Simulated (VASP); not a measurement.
# KCl (Fm-3m) in VASP: notebook, part 2 of 2

VASP 6.6.1. Earlier steps stand in the parts before.

### 3 Single point, r2SCAN (strain +3.0%)

File POSCAR:

```
KCl
1.0
    0.0000000000      3.2385635596      3.2385635596
    3.2385635596      0.0000000000      3.2385635596
    3.2385635596      3.2385635596      0.0000000000
K Cl
1 1
Direct
    0.0000000000      0.0000000000      0.0000000000
    0.5000000000      0.5000000000      0.5000000000
```

File INCAR.step1:

```
ALGO = Normal
EDIFF = 1E-4
ENCUT = 520
GGA = PE
ISMEAR = 0
LASPH = T
LCHARG = F
LREAL = F
LWAVE = T
NBANDS = 15
NELM = 100
PREC = Accurate
SIGMA = 0.01
```

File INCAR.step2:

```
ALGO = Normal
EDIFF = 1E-6
ENCUT = 520
ISIF = 2
ISMEAR = 0
ISTART = 1
LASPH = T
LCHARG = F
LMIXTAU = T
LREAL = F
LWAVE = F
METAGGA = R2SCAN
NBANDS = 15
NELM = 100
PREC = Accurate
SIGMA = 0.01
```

File KPOINTS:

```
k-points
0
Gamma
  8 8 8
```

Potentials or basis: VASP PAW PBE potentials, release 64 (K_sv, Cl).

On the command line:

```sh
> cat potpaw_PBE.64/K_sv/POTCAR potpaw_PBE.64/Cl/POTCAR > POTCAR
> cp INCAR.step1 INCAR
> mpirun -np 1 vasp_std > vasp.out
> cp INCAR.step2 INCAR
> mpirun -np 1 vasp_std > vasp.out
```

OUTCAR:

```text
EDIFF = 1E-6
   ENCUT = 520
   ISIF = 2
   ISMEAR = 0
   ISTART = 1
   LASPH = T
   LREAL = F
   METAGGA = R2SCAN
   NELM = 100
   PREC = Accurate

 ion  position               nearest neighbor table
   1  0.000  0.000  0.000-   2 3.24   2 3.24   2 3.24   2 3.24   2 3.24   2 3.24
   2  0.500  0.500  0.500-   1 3.24   1 3.24   1 3.24   1 3.24   1 3.24   1 3.24

  LATTYP: Found a face centered cubic cell.
 ALAT       =     6.4771271192

  Lattice vectors:

 A1 = (   0.0000000000,   3.2385635596,   3.2385635596)
 A2 = (   3.2385635596,   0.0000000000,   3.2385635596)
 A3 = (   3.2385635596,   3.2385635596,   0.0000000000)

Analysis of symmetry for initial positions (statically):
=====================================================================
 Subroutine PRICEL returns:
 Original cell was already a primitive cell.

 Routine SETGRP: Setting up the symmetry group for a
 face centered cubic supercell.

 Subroutine GETGRP returns: Found 48 space group operations
 (whereof 48 operations were pure point group operations)
 out of a pool of 48 trial point group operations.

The static configuration has the point symmetry O_h .

Analysis of symmetry for dynamics (positions and initial velocities):
[... 171 lines left out ...]
      3     -13.7619      2.00000
      4     -13.7619      2.00000
      5     -13.7619      2.00000
      6      -2.5815      2.00000
      7      -2.5815      2.00000
      8      -2.5815      2.00000
      9       2.9573      0.00000
     10       6.4023      0.00000
     11       6.4023      0.00000
     12       6.4023      0.00000
     13       7.3955      0.00000
     14       7.3955      0.00000
[... 401 lines left out ...]
      2     -15.2248      2.00000
      3     -13.7993      2.00000
      4     -13.7844      2.00000
      5     -13.6506      2.00000
      6      -3.3077      2.00000
      7      -2.9294      2.00000
      8      -2.8554      2.00000
      9       5.6093      0.00000
     10       6.1151      0.00000
     11       7.9812      0.00000
     12       8.0610      0.00000
     13       8.8393      0.00000
     14       9.7455      0.00000
     15       9.7460      0.00000

 [... further k-points ...]
[... 5 lines left out ...]
  --------------------------------------------------------------------------------------
  -------------------------------------------------------------------------------------
  Total       -0.5830814     -0.5830814     -0.5830814     -0.0000000     -0.0000000      0.0000000
  in kB      -13.7515767    -13.7515767    -13.7515767     -0.0000000     -0.0000000      0.0000000
  external PRESSURE =     -13.7515767 kB  Pullay stress =       0.0000000 kB

 VOLUME and BASIS-vectors are now :
 -----------------------------------------------------------------------------
  energy-cutoff  :      520.00
  volume of cell :       67.93
      direct lattice vectors                 reciprocal lattice vectors
     0.000000000  3.238563560  3.238563560    -0.154389436  0.154389436  0.154389436
     3.238563560  0.000000000  3.238563560     0.154389436 -0.154389436  0.154389436
     3.238563560  3.238563560  0.000000000     0.154389436  0.154389436 -0.154389436

 POSITION                                       TOTAL-FORCE (eV/Angst)
 -----------------------------------------------------------------------------------
      0.00000      0.00000      0.00000         0.000000     -0.000000      0.000000
      3.23856      3.23856      3.23856        -0.000000      0.000000     -0.000000
 -----------------------------------------------------------------------------------
    total drift:                                0.000000      0.000000      0.000000

  FREE ENERGIE OF THE ION-ELECTRON SYSTEM (eV)
  ---------------------------------------------------
  free  energy   TOTEN  =       -16.4818579296 eV

  energy  without entropy=      -16.4818579296  energy(sigma->0) =      -16.48185793
```

It took 89 s on 1 thread of Intel Xeon Platinum 8375C at 2.90GHz (Ice Lake), shared host; peak memory 0.22 GiB.

Results:

```yaml
Free_energy: -16.4819 eV
Pressure: -1.4 GPa
Band_gap_on_the_k_mesh: 5.54 eV
```

Levels at points of the mesh, in eV from the valence-band top:
```tsv
k point	band 4	band 5	band 6	band 7	band 8	band 9	band 10	band 11	band 12	band 13
(0.00, 0.00, 0.00)	-11.18	-11.18	0.00	0.00	0.00	5.54	8.98	8.98	8.98	9.98
(0.50, 0.00, 0.00)	-11.19	-11.00	-0.90	-0.26	-0.26	7.88	8.89	11.04	11.04	11.87
(0.50, 0.50, 0.00)	-11.22	-11.22	-0.61	-0.21	-0.21	7.09	8.82	10.18	10.94	11.21
```

Caveat: the cell differs from its parent crystal (strain +3.0%); the PAW data sets were made with another functional, which shifts forces and pressure a little. A k mesh can miss the band edges.
